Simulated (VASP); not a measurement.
# B3P2 (P4/mbm) in VASP: further runs

Runs on B3P2. Level: PBE. Tasks: single point, relaxation of cell and atoms.

Program: VASP 6.6.1. These are calculated values, not measurements. Logs are shortened: lines on timing, memory, paths and dates and some standing lists are left out, and cuts for length are marked.

## (1) The cell of the first run

The structure is tetragonal, space group P4/mbm (No. 127). Conventional cell: a = 5.996 Å, b = 5.996 Å, c = 3.192 Å, α = 90.00°, β = 90.00°, γ = 90.00°. Within 2.8 Å of B (site symmetry 4/m) lie 4 P at 2.14 Å. Within 2.1 Å of B (site symmetry m2m) lie 1 B at 1.61 Å and 2 P at 1.91 Å. P (site symmetry m2m) has 4 B at 1.91 to 2.14 Å within 2.5 Å.

## (2) Single point, PBE

INCAR

```
SYSTEM = B3P2
PREC = Accurate ; ENCUT = 520
EDIFF = 1E-7 ; ISMEAR = 0
SIGMA = 0.1 ; LREAL = .FALSE.
LASPH = .TRUE. ; NELM = 60
ALGO = Normal ; ISIF = 2
LWAVE = .FALSE. ; LCHARG = .FALSE.
GGA = PE ; NBANDS = 30
```

KPOINTS

```
regular mesh
0
G
  4 4 6
  0 0 0
```

POSCAR

```
B3P2
1.0
    5.9958051601      0.0000000000      0.0000000000
    0.0000000000      5.9958051601      0.0000000000
    0.0000000000      0.0000000000      3.1920788606
B P
6 4
Direct
    0.0000000000      0.0000000000      0.0000000000
    0.5000000000      0.5000000000      0.0000000000
    0.0951140164      0.5951140164      0.5000000000
    0.4048859836      0.0951140164      0.5000000000
    0.9048859836      0.4048859836      0.5000000000
    0.5951140164      0.9048859836      0.5000000000
    0.2197668258      0.7197668258      0.0000000000
    0.2802331742      0.2197668258      0.0000000000
    0.7802331742      0.2802331742      0.0000000000
    0.7197668258      0.7802331742      0.0000000000
```

Potentials or basis: VASP PAW PBE potentials, release 64 (B, P).

Launch:

```console
> cat potpaw_PBE.64/B/POTCAR potpaw_PBE.64/P/POTCAR > POTCAR
> mpirun -np 1 vasp_std > vasp.out
```

OUTCAR:

```text
SYSTEM = B3P2
   PREC = Accurate
   ENCUT = 520
   EDIFF = 1E-7
   ISMEAR = 0
   LREAL = .FALSE.
   LASPH = .TRUE.
   NELM = 60
   ISIF = 2
   GGA = PE

 ion  position               nearest neighbor table
   1  0.000  0.000  0.000-   7 2.14   8 2.14   9 2.14  10 2.14
   2  0.500  0.500  0.000-   7 2.14   8 2.14   9 2.14  10 2.14
   3  0.095  0.595  0.500-   5 1.61   7 1.91   7 1.91
   4  0.405  0.095  0.500-   6 1.61   8 1.91   8 1.91
   5  0.905  0.405  0.500-   3 1.61   9 1.91   9 1.91
   6  0.595  0.905  0.500-   4 1.61  10 1.91  10 1.91
   7  0.220  0.720  0.000-   3 1.91   3 1.91   1 2.14   2 2.14
   8  0.280  0.220  0.000-   4 1.91   4 1.91   1 2.14   2 2.14
   9  0.780  0.280  0.000-   5 1.91   5 1.91   1 2.14   2 2.14
  10  0.720  0.780  0.000-   6 1.91   6 1.91   1 2.14   2 2.14

  LATTYP: Found a simple tetragonal cell.
 ALAT       =     5.9958051601
 C/A-ratio  =     0.5323853553

  Lattice vectors:

 A1 = (   5.9958051601,   0.0000000000,   0.0000000000)
 A2 = (   0.0000000000,   5.9958051601,   0.0000000000)
 A3 = (   0.0000000000,   0.0000000000,   3.1920788606)

Analysis of symmetry for initial positions (statically):
=====================================================================
 Subroutine PRICEL returns:
 Original cell was already a primitive cell.

 Routine SETGRP: Setting up the symmetry group for a
 simple tetragonal supercell.

 Subroutine GETGRP returns: Found 16 space group operations
 (whereof  8 operations were pure point group operations)
 out of a pool of 16 trial point group operations.

The static configuration has the point symmetry C_4h.
 The point group associated with its full space group is D_4h.

Analysis of symmetry for dynamics (positions and initial velocities):
=====================================================================
 Subroutine PRICEL returns:
 Original cell was already a primitive cell.

 Routine SETGRP: Setting up the symmetry group for a
 simple tetragonal supercell.

 Subroutine GETGRP returns: Found 16 space group operations
 (whereof  8 operations were pure point group operations)
 out of a pool of 16 trial point group operations.

The dynamic configuration has the point symmetry C_4h.
 The point group associated with its full space group is D_4h.

 Subroutine INISYM returns: Found 16 space group operations
 (whereof  8 operations are pure point group operations),
 and found     1 'primitive' translations

----------------------------------------------------------------------------------------

                                     Primitive cell

  volume of cell :     114.7542

  direct lattice vectors                    reciprocal lattice vectors
     5.995805160  0.000000000  0.000000000     0.166783272  0.000000000  0.000000000
     0.000000000  5.995805160  0.000000000     0.000000000  0.166783272  0.000000000
     0.000000000  0.000000000  3.192078861     0.000000000  0.000000000  0.313275468

  length of vectors
     5.995805160  5.995805160  3.192078861     0.166783272  0.166783272  0.313275468

  position of ions in fractional coordinates (direct lattice)
     0.000000000  0.000000000  0.000000000
     0.500000000  0.500000000  0.000000000
     0.095114016  0.595114016  0.500000000
     0.404885984  0.095114016  0.500000000
     0.904885984  0.404885984  0.500000000
     0.595114016  0.904885984  0.500000000
     0.219766826  0.719766826  0.000000000
     0.280233174  0.219766826  0.000000000
     0.780233174  0.280233174  0.000000000
     0.719766826  0.780233174  0.000000000

  ion indices of the primitive-cell ions
   primitive index   ion index
                 1           1
                 2           2
                 3           3
                 4           4
                 5           5
                 6           6
                 7           7
                 8           8
                 9           9
                10          10

----------------------------------------------------------------------------------------

 KPOINTS: regular mesh

Automatic generation of k-mesh.
 Grid dimensions read from file:
 generate k-points for:    4    4    6

 Generating k-lattice:

  Cartesian coordinates                     Fractional coordinates (reciprocal lattice)
     0.041695818  0.000000000  0.000000000     0.250000000  0.000000000  0.000000000
     0.000000000  0.041695818  0.000000000     0.000000000  0.250000000  0.000000000
     0.000000000  0.000000000  0.052212578     0.000000000  0.000000000  0.166666667

  Length of vectors
     0.041695818  0.041695818  0.052212578

  Shift w.r.t. Gamma in fractional coordinates (k-lattice)
     0.000000000  0.000000000  0.000000000

 Subroutine IBZKPT returns following result:
 ===========================================

 Found     24 irreducible k-points:

 Following reciprocal coordinates:
            Coordinates               Weight
  0.000000  0.000000  0.000000      1.000000
  0.250000  0.000000  0.000000      4.000000
  0.500000  0.000000  0.000000      2.000000
  0.250000  0.250000  0.000000      4.000000
  0.500000  0.250000  0.000000      4.000000
  0.500000  0.500000  0.000000      1.000000
[... 16 lines left out ...]
  0.500000  0.250000  0.500000      4.000000
  0.500000  0.500000  0.500000      1.000000
   k-points           NKPTS =     24   k-points in BZ     NKDIM =     24   number of bands    NBANDS=     30
   number of dos      NEDOS =    301   number of ions     NIONS =     10
   total plane-waves  NPLWV =  55296
   dimension x,y,z NGX =    48 NGY =   48 NGZ =   24
   dimension x,y,z NGXF=    96 NGYF=   96 NGZF=   48
   ions per type =               6   4
   NGX,Y,Z   is equivalent  to a cutoff of  13.31, 13.31, 12.50 a.u.
   NGXF,Y,Z  is equivalent  to a cutoff of  26.62, 26.62, 25.00 a.u.
 SYSTEM =  B3P2
   PREC   = accura    normal or accurate (medium, high low for compatibility)
   ISTART =      0    job   : 0-new  1-cont  2-samecut
   ICHARG =      2    charge: 1-file 2-atom 10-const
   ISPIN  =      1    spin polarized calculation?
   LNONCOLLINEAR =      F non collinear calculations
   LSORBIT =      F    spin-orbit coupling
   LASPH  =      T    aspherical Exc in radial PAW
   ENCUT  =  520.0 eV  38.22 Ry    6.18 a.u.  11.15 11.15  5.94*2*pi/ulx,y,z
   NELM   =     60;   NELMIN=  2; NELMDL= -5     # of ELM steps
   EDIFF  = 0.1E-06   stopping-criterion for ELM
   LREAL  =      F    real-space projection
   EDIFFG = 0.1E-05   stopping-criterion for IOM
   NSW    =      0    number of steps for IOM
   IBRION =     -1    ionic relax: 0-MD 1-quasi-New 2-CG
   NFREE  =      0    steps in history (QN), initial steepest desc. (CG)
   ISIF   =      2    stress and relaxation
   ISYM   =      2    0-nonsym 1-usesym 2-fastsym
   POTIM  = 0.5000    time-step for ionic-motion
   TEBEG  =    0.0;   TEEND  =   0.0 temperature during run
   PSTRESS=    0.0 pullay stress
   NELECT =      38.0000    total number of electrons
   NUPDOWN=      -1.0000    fix difference up-down
   EMIN   =  10.00;   EMAX   =-10.00  energy-range for DOS
   EFERMI =   0.00;   METHOD = LEGACY
   ISMEAR =     0;   SIGMA  =   0.10  broadening in eV -4-tet -1-fermi 0-gaus
   EFERMI_NEDOS =   21; number of points for ismear=-14 and -15
   IALGO  =     38    algorithm
   IMIX   =      4    mixing-type and parameters
     AMIX     =   0.40;   BMIX     =  1.00
     AMIX_MAG =   1.60;   BMIX_MAG =  1.00
  volume/ion in A,a.u.               =      11.48        77.44
  Fermi-wavevector in a.u.,A,eV,Ry     =   1.132609  2.140320 17.453581  1.282802
  Thomas-Fermi vector in A             =   2.269310
   LORBIT       =      0    0 simple, 1 ext, 2 COOP (PROOUT), +10 PAW based schemes
   GGA     = PE    functional components
   LHFCALC =     F    Hartree Fock is set to
   AEXX    =    0.0000 exact exchange contribution
   IVDW    =     0    specifies the selected vdW correction
   LEPSILON=     F    determine dielectric tensor
   LRPA    =     F    only Hartree local field effects (RPA)
 non-spin polarized calculation
 Gauss-broadening in eV      SIGMA  =   0.10
  energy-cutoff  :      520.00
  volume of cell :      114.75
 maximum number of plane-waves:      3120
 NGX is ok and might be reduce to    48
   NGX = 23   NGY = 23   NGZ = 11

 number of electron      37.9999996 magnetization

 Free energy of the ion-electron system (eV)
  ---------------------------------------------------
  ext. energy  EPLUGINS =         0.00000000
  ---------------------------------------------------
  free energy    TOTEN  =       -55.02131155 eV

  energy without entropy =      -55.01231046  energy(sigma->0) =      -55.01681100

 E-fermi :   6.6719     XC(G=0): -10.9118

 val. band max:        6.6535210964   @ k =   0.2500   0.2500   0.1667
 cond. band min:       6.7973992552   @ k =   0.0000   0.0000   0.1667
 fundamental gap:      0.1438781587
 Fermi energy:         6.6719496121

 k-point     1 :       0.0000    0.0000    0.0000
  band No.  band energies     occupation
      1      -8.4290      2.00000
      2      -5.9719      2.00000
      3      -5.9719      2.00000
      4      -4.9006      2.00000
      5      -3.2383      2.00000
      6      -1.6977      2.00000
[... 22 lines left out ...]
     29      11.2852      0.00000
     30      11.3892      0.00000

 k-point     2 :       0.2500    0.0000    0.0000
  band No.  band energies     occupation
      1      -8.2189      2.00000
      2      -6.6765      2.00000
      3      -5.7952      2.00000
      4      -4.8956      2.00000
      5      -2.8009      2.00000
      6      -1.6415      2.00000
[... 22 lines left out ...]
     29      11.5459      0.00000
     30      11.5999      0.00000

 k-point     3 :       0.5000    0.0000    0.0000
  band No.  band energies     occupation
      1      -7.6054      2.00000
      2      -7.6054      2.00000
      3      -5.3325      2.00000
      4      -5.3325      2.00000
      5      -2.3807      2.00000
      6      -2.3807      2.00000
[... 682 lines left out ...]
     29      12.1763      0.00000
     30      12.1763      0.00000

 k-point    24 :       0.5000    0.5000    0.5000
  band No.  band energies     occupation
      1      -4.9923      2.00000
      2      -4.9923      2.00000
      3      -4.9181      2.00000
      4      -4.9181      2.00000
      5      -2.4253      2.00000
      6      -2.4253      2.00000
[... 22 lines left out ...]
     29      13.0259      0.00000
     30      13.0266      0.00000

------------------------ aborting loop because EDIFF is reached ----------------------------------------

  FORCE on cell =-STRESS in cart. coord.  units (eV):
  Direction    XX          YY          ZZ          XY          YZ          ZX
  --------------------------------------------------------------------------------------
  -------------------------------------------------------------------------------------
  Total       -0.3367166     -0.3367166      0.0318018      0.0000000     -0.0000000      0.0000000
  in kB       -4.7011762     -4.7011762      0.4440108      0.0000000     -0.0000000      0.0000000
  external PRESSURE =      -2.9861139 kB  Pullay stress =       0.0000000 kB

 VOLUME and BASIS-vectors are now :
 -----------------------------------------------------------------------------
  energy-cutoff  :      520.00
  volume of cell :      114.75
      direct lattice vectors                 reciprocal lattice vectors
     5.995805160  0.000000000  0.000000000     0.166783272  0.000000000  0.000000000
     0.000000000  5.995805160  0.000000000     0.000000000  0.166783272  0.000000000
     0.000000000  0.000000000  3.192078861     0.000000000  0.000000000  0.313275468

 POSITION                                       TOTAL-FORCE (eV/Angst)
 -----------------------------------------------------------------------------------
      0.00000      0.00000      0.00000         0.000000      0.000000     -0.000000
      2.99790      2.99790      0.00000         0.000000      0.000000     -0.000000
      0.57029      3.56819      1.59604         0.045796      0.045796      0.000000
      2.42762      0.57029      1.59604        -0.045796      0.045796      0.000000
      5.42552      2.42762      1.59604        -0.045796     -0.045796     -0.000000
      3.56819      5.42552      1.59604         0.045796     -0.045796     -0.000000
      1.31768      4.31558      0.00000         0.003145      0.003145      0.000000
      1.68022      1.31768      0.00000        -0.003145      0.003145     -0.000000
      4.67813      1.68022      0.00000        -0.003145     -0.003145     -0.000000
      4.31558      4.67813      0.00000         0.003145     -0.003145      0.000000
 -----------------------------------------------------------------------------------
    total drift:                                0.000000      0.000000     -0.000000

  FREE ENERGIE OF THE ION-ELECTRON SYSTEM (eV)
  ---------------------------------------------------
  free  energy   TOTEN  =       -55.0213115471 eV

  energy  without entropy=      -55.0123104595  energy(sigma->0) =      -55.01681100
```

It took 75 s on 1 thread of Intel Xeon 8259CL, shared host; peak memory 0.25 GiB.

What came out:

- Free energy: -55.0213 eV
- Pressure: -0.3 GPa
- Largest force: 0.065 eV/Å
- Band gap on the k mesh: zero (bands 19 and 20 overlap by 2.76 eV)

Forces in eV/Å, atoms in the order of the input:
```
B    0.000  0.000  0.000
B    0.000  0.000  0.000
B    0.046  0.046  0.000
B   -0.046  0.046  0.000
B   -0.046 -0.046  0.000
B    0.046 -0.046  0.000
P    0.003  0.003  0.000
P   -0.003  0.003  0.000
P   -0.003 -0.003  0.000
P    0.003 -0.003  0.000
```

(Continued in part 2 of 2.)

The gap in the log of VASP goes by the Fermi energy; the results here count the filled bands.